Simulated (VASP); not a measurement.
# Br (I4/mmm) in VASP: notebook

Br is run at these levels: PBEsol, r2SCAN; tasks: single point.

All numbers are computed with VASP 6.6.1; they aren't measurements. Logs are shortened: lines on timing, memory, paths and dates and some standing lists are left out, and cuts for length are marked.

## (1) The cell of the first run

Symmetry: I4/mmm, No. 139, tetragonal system. Conventional cell: a = 2.988 Å, b = 2.988 Å, c = 7.080 Å, α = 90.00°, β = 90.00°, γ = 90.00°. Br (site symmetry 4/mmm) has 4 Br at 2.99 Å within 3.9 Å.

## (2) Single point, PBEsol (strained)

Contents of INCAR:

```
SYSTEM = Br
  PREC = Accurate
  ENCUT = 520
  EDIFF = 1E-7
  ISMEAR = 0
  SIGMA = 0.1
  LREAL = .FALSE.
  LASPH = .TRUE.
  NELM = 80
  ALGO = Normal
  ISIF = 2
  LWAVE = .FALSE.
  LCHARG = .TRUE.
  GGA = PS
  LELF = .TRUE.
  LVHAR = .TRUE.
  NBANDS = 10
```

Contents of KPOINTS:

```
Automatic mesh
0
G
  20 20 20
  0 0 0
```

Contents of POSCAR:

```
Br
1.0
   -1.4940541888      1.4940541888      3.5402038638
    1.4940541888     -1.4940541888      3.5402038638
    1.4940541888      1.4940541888     -3.5402038638
Br
1
Direct
    0.0000000000      0.0000000000      0.0000000000
```

Potentials or basis: VASP PAW PBE potentials, release 64 (Br).

Started as:

```console
cat potpaw_PBE.64/Br/POTCAR > POTCAR
mpirun -np 1 vasp_std > vasp.out
```

OUTCAR:

```text
SYSTEM = Br
   PREC = Accurate
   ENCUT = 520
   EDIFF = 1E-7
   ISMEAR = 0
   LREAL = .FALSE.
   LASPH = .TRUE.
   NELM = 80
   ISIF = 2
   GGA = PS

 ion  position               nearest neighbor table
   1  0.000  0.000  0.000-

  LATTYP: Found a body centered tetragonal cell.
 ALAT       =     2.9881083776
 C/A-ratio  =     2.3695284216

  Lattice vectors:

 A1 = (  -1.4940541888,   1.4940541888,   3.5402038638)
 A2 = (   1.4940541888,  -1.4940541888,   3.5402038638)
 A3 = (   1.4940541888,   1.4940541888,  -3.5402038638)

Analysis of symmetry for initial positions (statically):
=====================================================================
 Subroutine PRICEL returns:
 Original cell was already a primitive cell.

 Routine SETGRP: Setting up the symmetry group for a
 body centered tetragonal supercell.

 Subroutine GETGRP returns: Found 16 space group operations
 (whereof 16 operations were pure point group operations)
 out of a pool of 16 trial point group operations.

The static configuration has the point symmetry D_4h.

Analysis of symmetry for dynamics (positions and initial velocities):
=====================================================================
 Subroutine PRICEL returns:
 Original cell was already a primitive cell.

 Routine SETGRP: Setting up the symmetry group for a
 body centered tetragonal supercell.

 Subroutine GETGRP returns: Found 16 space group operations
 (whereof 16 operations were pure point group operations)
 out of a pool of 16 trial point group operations.

The dynamic configuration has the point symmetry D_4h.

 Subroutine INISYM returns: Found 16 space group operations
 (whereof 16 operations are pure point group operations),
 and found     1 'primitive' translations

----------------------------------------------------------------------------------------

                                     Primitive cell

  volume of cell :      31.6097

  direct lattice vectors                    reciprocal lattice vectors
    -1.494054189  1.494054189  3.540203864     0.000000000  0.334659883  0.141234804
     1.494054189 -1.494054189  3.540203864     0.334659883  0.000000000  0.141234804
     1.494054189  1.494054189 -3.540203864     0.334659883  0.334659883  0.000000000

  length of vectors
     4.122795076  4.122795076  4.122795076     0.363241665  0.363241665  0.473280545

  position of ions in fractional coordinates (direct lattice)
     0.000000000  0.000000000  0.000000000

  ion indices of the primitive-cell ions
   primitive index   ion index
                 1           1

----------------------------------------------------------------------------------------

 KPOINTS: Automatic mesh

Automatic generation of k-mesh.
 Grid dimensions read from file:
 generate k-points for:   20   20   20

 Generating k-lattice:

  Cartesian coordinates                     Fractional coordinates (reciprocal lattice)
     0.000000000  0.016732994  0.007061740     0.050000000  0.000000000 -0.000000000
     0.016732994  0.000000000  0.007061740     0.000000000  0.050000000 -0.000000000
     0.016732994  0.016732994  0.000000000     0.000000000  0.000000000  0.050000000

  Length of vectors
     0.018162083  0.018162083  0.023664027

  Shift w.r.t. Gamma in fractional coordinates (k-lattice)
     0.000000000  0.000000000  0.000000000

 Subroutine IBZKPT returns following result:
 ===========================================

 Found    641 irreducible k-points:

 Following reciprocal coordinates:
            Coordinates               Weight
  0.000000  0.000000  0.000000      1.000000
  0.050000 -0.000000  0.000000      8.000000
  0.100000  0.000000  0.000000      8.000000
  0.150000  0.000000  0.000000      8.000000
  0.200000  0.000000  0.000000      8.000000
  0.250000  0.000000  0.000000      8.000000
[... 16 lines left out ...]
 -0.400000  0.050000 -0.000000     16.000000
 -0.350000  0.050000  0.000000     16.000000
 [... further k-points ...]
   k-points           NKPTS =    641   k-points in BZ     NKDIM =    641   number of bands    NBANDS=     10
   number of dos      NEDOS =    301   number of ions     NIONS =      1
   total plane-waves  NPLWV =  32768
   dimension x,y,z NGX =    32 NGY =   32 NGZ =   32
   dimension x,y,z NGXF=    64 NGYF=   64 NGZF=   64
   ions per type =               1
   NGX,Y,Z   is equivalent  to a cutoff of  12.90, 12.90, 12.90 a.u.
   NGXF,Y,Z  is equivalent  to a cutoff of  25.81, 25.81, 25.81 a.u.
 SYSTEM =  Br
   PREC   = accura    normal or accurate (medium, high low for compatibility)
   ISTART =      0    job   : 0-new  1-cont  2-samecut
   ICHARG =      2    charge: 1-file 2-atom 10-const
   ISPIN  =      1    spin polarized calculation?
   LNONCOLLINEAR =      F non collinear calculations
   LSORBIT =      F    spin-orbit coupling
   LASPH  =      T    aspherical Exc in radial PAW
   ENCUT  =  520.0 eV  38.22 Ry    6.18 a.u.   7.67  7.67  7.67*2*pi/ulx,y,z
   NELM   =     80;   NELMIN=  2; NELMDL= -5     # of ELM steps
   EDIFF  = 0.1E-06   stopping-criterion for ELM
   LREAL  =      F    real-space projection
   EDIFFG = 0.1E-05   stopping-criterion for IOM
   NSW    =      0    number of steps for IOM
   IBRION =     -1    ionic relax: 0-MD 1-quasi-New 2-CG
   NFREE  =      0    steps in history (QN), initial steepest desc. (CG)
   ISIF   =      2    stress and relaxation
   ISYM   =      2    0-nonsym 1-usesym 2-fastsym
   POTIM  = 0.5000    time-step for ionic-motion
   TEBEG  =    0.0;   TEEND  =   0.0 temperature during run
   PSTRESS=    0.0 pullay stress
   NELECT =       7.0000    total number of electrons
   NUPDOWN=      -1.0000    fix difference up-down
   EMIN   =  10.00;   EMAX   =-10.00  energy-range for DOS
   EFERMI =   0.00;   METHOD = LEGACY
   ISMEAR =     0;   SIGMA  =   0.10  broadening in eV -4-tet -1-fermi 0-gaus
   EFERMI_NEDOS =   21; number of points for ismear=-14 and -15
   IALGO  =     38    algorithm
   IMIX   =      4    mixing-type and parameters
     AMIX     =   0.40;   BMIX     =  1.00
     AMIX_MAG =   1.60;   BMIX_MAG =  1.00
  volume/ion in A,a.u.               =      31.61       213.31
  Fermi-wavevector in a.u.,A,eV,Ry     =   0.990453  1.871685 13.347276  0.980997
  Thomas-Fermi vector in A             =   2.122124
   LORBIT       =      0    0 simple, 1 ext, 2 COOP (PROOUT), +10 PAW based schemes
   GGA     = PS    functional components
   LHFCALC =     F    Hartree Fock is set to
   AEXX    =    0.0000 exact exchange contribution
   IVDW    =     0    specifies the selected vdW correction
   LEPSILON=     F    determine dielectric tensor
   LRPA    =     F    only Hartree local field effects (RPA)
 non-spin polarized calculation
 Gauss-broadening in eV      SIGMA  =   0.10
  energy-cutoff  :      520.00
  volume of cell :       31.61
 maximum number of plane-waves:       873
   NGX = 15   NGY = 15   NGZ = 15

 number of electron       7.0000000 magnetization

 Free energy of the ion-electron system (eV)
  ---------------------------------------------------
  ext. energy  EPLUGINS =         0.00000000
  ---------------------------------------------------
  free energy    TOTEN  =        -1.61906429 eV

  energy without entropy =       -1.61428664  energy(sigma->0) =       -1.61667547

 E-fermi :   0.2621     XC(G=0):  -8.5115

 val. band max:        0.2564301814   @ k =  -0.1500  -0.2000   0.1000
 cond. band min:       0.2621967803   @ k =  -0.4000  -0.4500   0.3000
 fundamental gap:      0.0057665988
 Fermi energy:         0.2620674639

 k-point     1 :       0.0000    0.0000    0.0000
  band No.  band energies     occupation
      1     -15.0999      2.00000
      2      -1.2136      2.00000
      3       1.0567      0.00000
      4       1.0567      0.00000
      5       6.0614      0.00000
      6      10.4096      0.00000
      7      10.4851      0.00000
      8      15.5447      0.00000
      9      15.5447      0.00000
     10      16.2839      0.00000

 k-point     2 :       0.0500   -0.0000    0.0000
  band No.  band energies     occupation
      1     -15.0750      2.00000
      2      -1.2178      2.00000
      3       0.8384      0.00000
      4       1.0710      0.00000
      5       6.1725      0.00000
      6      10.4692      0.00000
      7      10.6962      0.00000
      8      14.6445      0.00000
      9      15.5918      0.00000
     10      16.8529      0.00000

 k-point     3 :       0.1000    0.0000    0.0000
  band No.  band energies     occupation
      1     -15.0013      2.00000
      2      -1.2307      2.00000
      3       0.2692      0.91949
      4       1.1128      0.00000
      5       6.4620      0.00000
      6      10.5437      0.00000
      7      11.3722      0.00000
      8      13.4774      0.00000
      9      15.7314      0.00000
     10      17.2789      0.00000

 k-point     4 :       0.1500    0.0000    0.0000
  band No.  band energies     occupation
      1     -14.8828      2.00000
      2      -1.2610      2.00000
      3      -0.4793      2.00000
      4       1.1791      0.00000
      5       6.8553      0.00000
      6      10.6520      0.00000
      7      12.0769      0.00000
      8      12.7310      0.00000
      9      15.9571      0.00000
     10      17.6398      0.00000

 k-point     5 :       0.2000    0.0000    0.0000
  band No.  band energies     occupation
      1     -14.7262      2.00000
      2      -1.4931      2.00000
      3      -1.0910      2.00000
      4       1.2649      0.00000
      5       7.2832      0.00000
      6      10.7457      0.00000
      7      11.4799      0.00000
      8      13.7326      0.00000
      9      16.2489      0.00000
     10      18.0442      0.00000

 k-point     6 :       0.2500    0.0000    0.0000
  band No.  band energies     occupation
      1     -14.5419      2.00000
      2      -2.2299      2.00000
      3      -1.1770      2.00000
      4       1.3633      0.00000
      5       7.6345      0.00000
      6      10.5989      0.00000
      7      11.2748      0.00000
      8      14.9586      0.00000
      9      16.5053      0.00000
     10      17.4661      0.00000
[... 183 lines left out ...]
 k-point    21 :       0.5000    0.0500    0.0000
  band No.  band energies     occupation
      1     -13.8186      2.00000
      2      -4.4985      2.00000
      3      -1.1097      2.00000
      4       1.5264      0.00000
      5       7.1098      0.00000
      6      12.1659      0.00000
      7      12.6840      0.00000
      8      14.4699      0.00000
      9      15.7837      0.00000
     10      17.4366      0.00000

 k-point    22 :      -0.4500    0.0500    0.0000
  band No.  band energies     occupation
      1     -13.8618      2.00000
      2      -4.3861      2.00000
      3      -1.0848      2.00000
      4       1.5103      0.00000
      5       7.1822      0.00000
      6      11.9165      0.00000
      7      12.4046      0.00000
      8      14.3283      0.00000
      9      16.3975      0.00000
     10      17.5501      0.00000

 k-point    23 :      -0.4000    0.0500   -0.0000
  band No.  band energies     occupation
      1     -13.9754      2.00000
      2      -4.0700      2.00000
      3      -1.0728      2.00000
      4       1.4587      0.00000
      5       7.3785      0.00000
      6      11.2779      0.00000
      7      12.1628      0.00000
      8      14.4958      0.00000
      9      16.8870      0.00000
     10      17.5030      0.00000

 k-point    24 :      -0.3500    0.0500    0.0000
  band No.  band energies     occupation
      1     -14.1401      2.00000
      2      -3.5738      2.00000
      3      -1.0713      2.00000
      4       1.3784      0.00000
      5       7.6291      0.00000
      6      10.6537      0.00000
      7      11.8962      0.00000
      8      14.8740      0.00000
      9      16.8113      0.00000
     10      17.2826      0.00000

 [... further k-points ...]

------------------------ aborting loop because EDIFF is reached ----------------------------------------

  FORCE on cell =-STRESS in cart. coord.  units (eV):
  Direction    XX          YY          ZZ          XY          YZ          ZX
  --------------------------------------------------------------------------------------
  -------------------------------------------------------------------------------------
  Total       -1.3698790     -1.3698790      0.0469679      0.0000000      0.0000000      0.0000000
  in kB      -69.4339449    -69.4339449      2.3806242      0.0000000      0.0000000      0.0000000
  external PRESSURE =     -45.4957552 kB  Pullay stress =       0.0000000 kB

 VOLUME and BASIS-vectors are now :
 -----------------------------------------------------------------------------
  energy-cutoff  :      520.00
  volume of cell :       31.61
      direct lattice vectors                 reciprocal lattice vectors
    -1.494054189  1.494054189  3.540203864     0.000000000  0.334659883  0.141234804
     1.494054189 -1.494054189  3.540203864     0.334659883  0.000000000  0.141234804
     1.494054189  1.494054189 -3.540203864     0.334659883  0.334659883  0.000000000

 POSITION                                       TOTAL-FORCE (eV/Angst)
 -----------------------------------------------------------------------------------
      0.00000      0.00000      0.00000        -0.000000      0.000000      0.000000
 -----------------------------------------------------------------------------------
    total drift:                                0.000000      0.000000     -0.000000

  FREE ENERGIE OF THE ION-ELECTRON SYSTEM (eV)
  ---------------------------------------------------
  free  energy   TOTEN  =        -1.6190642939 eV

  energy  without entropy=       -1.6142866402  energy(sigma->0) =       -1.61667547
```

Wall time 3.2 min (1 thread of AMD EPYC 7R13 (Zen 3), shared host); peak memory 0.29 GiB.

Results:

```yaml
Free_energy: -1.6191 eV
Pressure: -4.5 GPa
Band_gap_on_the_k_mesh: zero (an odd number of electrons rules out a gap without spin polarisation)
```

Caveat: the cell differs from its parent crystal (strained); the cell stands under tension; the PAW data sets were made with another functional, which shifts forces and pressure a little; an odd number of electrons without spin polarisation forces a metal; a magnetic or distorted state may lie lower.

## (3) Single point, PBEsol

This run uses another cell than the first one, of 29.00 Å³/atom.

Contents of INCAR:

```
SYSTEM = Br
  PREC = Accurate
  ENCUT = 520
  EDIFF = 1E-6
  ISMEAR = 0
  SIGMA = 0.1
  LREAL = .False.
  LASPH = .True.
  NELM = 60
  ALGO = Normal
  ISIF = 2
  LWAVE = .False.
  LCHARG = .False.
  GGA = PS
  NBANDS = 10
```

Contents of KPOINTS:

```
Automatic mesh
0
Gamma
  18 18 18
  0 0 0
```

Contents of POSCAR:

```
Br
1.0
   -1.4234917050      1.4234917050      3.5775173700
    1.4234917050     -1.4234917050      3.5775173700
    1.4234917050      1.4234917050     -3.5775173700
Br
1
Direct
    0.0343798511     -0.0388415099      0.0031050409
```

Potentials or basis: VASP PAW PBE potentials, release 64 (Br).

Started as:

```console
cat potpaw_PBE.64/Br/POTCAR > POTCAR
mpirun -np 1 vasp_std > vasp.out
```

It took 2 min on 1 thread of AMD EPYC 7R13 (Zen 3), shared host; peak memory 0.24 GiB.

The run converged. Its results:

```yaml
Free_energy: -1.7080 eV
Pressure: -1.1 GPa
Band_gap_on_the_k_mesh: zero (an odd number of electrons rules out a gap without spin polarisation)
```

Stress tensor (GPa, compression positive):
```
-1.75  0.00  0.00
 0.00 -1.75  0.00
 0.00  0.00  0.19
```

Levels at points of the mesh, in eV from the Fermi level:
```csv
k point,band 2,band 3,band 4,band 5,band 6,band 7
"(0.00, 0.00, 0.00)",-2.17,1.08,1.08,5.36,9.91,10.32
"(0.50, 0.00, 0.00)",-5.76,-1.76,1.98,6.30,12.10,12.73
"(0.50, 0.50, 0.00)",-4.39,-4.10,-0.49,5.41,8.31,12.61
"(0.50, 0.50, 0.50)",-4.40,0.91,0.91,9.29,9.36,11.71
```

Caveat: the PAW data sets were made with another functional, which shifts forces and pressure a little; an odd number of electrons without spin polarisation forces a metal; a magnetic or distorted state may lie lower.

(Part 1 of 2 ends here.)
